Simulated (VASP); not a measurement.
The system is Pb.

```
CELL_PARAMETERS angstrom
3.48000 0.00000 0.00000
-1.74000 3.01377 0.00000
0.00000 0.00000 5.59000
ATOMIC_POSITIONS crystal
Pb 0.33333 0.66667 0.25000
Pb 0.66667 0.33333 0.75000
```

Base run:

- Program: VASP 6.6.1
- Functional: BLYP
- Potentials or basis: VASP PAW PBE potentials, release 64 (Pb_d)
- Cutoff: 520 eV
- k mesh: 9 × 9 × 5
- Occupations: methfessel-paxton, width 0.1 eV
- Spin: no spin polarisation

Its results: band gap on the k mesh zero (band 14 reaches 13.75 eV, above the bottom of band 15 at 6.22 eV); pressure 8.1 GPa.

Task: The run is repeated on the same cell with these changes: functional from BLYP to LDA; potentials or basis from VASP PAW PBE potentials, release 64 (Pb_d) to VASP PAW LDA potentials, release 64 (Pb_d). What comes out?

Result: Band gap on the k mesh zero (band 14 reaches 13.06 eV, above the bottom of band 15 at 5.36 eV); pressure -0.6 GPa.

Caveats: spin-orbit coupling is left out, which moves the levels of the heavy elements; the PAW data sets were made with another functional, which shifts forces and pressure a little (some runs).
